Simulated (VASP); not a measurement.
Write the native input for VASP 6.6.1 that does the following.

| Property | Result |
| --- | --- |
| Task | single point |
| Functional | PBE |
| Potentials or basis | VASP PAW PBE potentials, release 64 (Au, Rh_pv) |
| Cutoff | 520 eV |
| k mesh | 3 × 3 × 1 |
| Occupations | fermi-dirac, width 0.15 eV |
| Spin | no spin polarisation |
| Dipole correction | no |
| Further INCAR settings | ALGO = Normal; EDIFF = 1e-06; NBANDS = 28 |

The structure of Rh2Au lies in POSCAR:

```
Rh2Au
1.0
    3.7935070000     -0.0719760000      0.0971770000
   -1.9590860000      3.1466690000     -0.0236120000
    0.1586890000      0.0470970000      5.9825820000
Au Rh
1 2
Direct
    0.6351820000      0.2808840000      0.8442650000
    0.9943760000      0.9808440000      1.0946060000
    1.3160870000      0.6721490000      1.5999010000
```

These files were run (other wordings do the same):

INCAR

```
PREC = Accurate
ENCUT = 520
EDIFF = 1E-6
ISMEAR = -1
SIGMA = 0.15
LREAL = False
LASPH = True
NELM = 60
ALGO = Normal
ISIF = 2
LWAVE = False
LCHARG = True
GGA = PE
LELF = True
LVHAR = True
NBANDS = 28
```

KPOINTS

```
Automatic mesh
0
Gamma
  3 3 1
```

Potentials or basis: VASP PAW PBE potentials, release 64 (Au, Rh_pv).

Command:

```sh
$ cat potpaw_PBE.64/Au/POTCAR potpaw_PBE.64/Rh_pv/POTCAR > POTCAR
$ mpirun -np 1 vasp_std > vasp.out
```

It gave:

```
Pressure               : -5.2 GPa
Largest force          : 2.146 eV/Å
Band gap on the k mesh : zero (an odd number of electrons rules out a gap without spin polarisation)
```

Caveat: the k points lie up to 1.05 Å⁻¹ apart, too coarse for converged energies and pressures of a metal; spin-orbit coupling is left out, which moves the levels of the heavy elements; forces of over 1 eV/Å act on the atoms, so gaps and moduli don't describe the material at rest.

Wall time 22 s on 1 thread of AMD EPYC 7R13 (shared host), peak memory 0.16 GiB.
